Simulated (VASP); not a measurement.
## LiSb3: single point with PBE+D3(BJ)

LiSb3:

```
CELL_PARAMETERS angstrom
4.55271 0.00000 0.00000
0.00000 4.55271 0.00000
0.00000 0.00000 4.55271
ATOMIC_POSITIONS crystal
Li 0.00000 0.00000 0.00000
Sb 0.50000 0.00000 0.50000
Sb 0.00000 0.50000 0.50000
Sb 0.50000 0.50000 0.00000
```

| Item | Value |
| --- | --- |
| Program | VASP 6.6.1 |
| Task | single point |
| Functional | PBE |
| Dispersion | D3(BJ) |
| Potentials or basis | VASP PAW PBE potentials, release 64 (Li_sv, Sb) |
| Cutoff | 520 eV |
| k mesh | 4 × 4 × 4 |
| Occupations | fermi-dirac, width 0.1 eV |
| Spin | no spin polarisation |

The band gap on the k mesh is zero (band 9 reaches 9.03 eV, above the bottom of band 10 at 6.81 eV). The dispersion energy per atom is -0.450 eV.

Levels at points of the mesh, in eV from the Fermi level:
```
           k point  band 6  band 7  band 8  band 9  band 10  band 11  band 12  band 13
(0.00, 0.00, 0.00)   -4.48   -4.48    0.73    1.06     1.06     1.06     2.87     2.87
(0.50, 0.00, 0.00)   -3.24   -1.60   -1.60   -1.02    -0.94    -0.70     2.89     2.89
(0.50, 0.50, 0.00)   -2.40   -1.48   -1.01   -1.01    -0.74    -0.74     2.84     4.17
(0.50, 0.50, 0.50)   -4.97   -4.97   -4.97    0.47     4.47     4.47     5.01     5.01
```

Run time: 13 s on 1 thread of AMD EPYC 7R13 Processor (Zen 3), on a shared host, peak memory 0.18 GiB.

Caveat: three body term missing; spin-orbit coupling is left out, which moves the levels of the heavy elements.
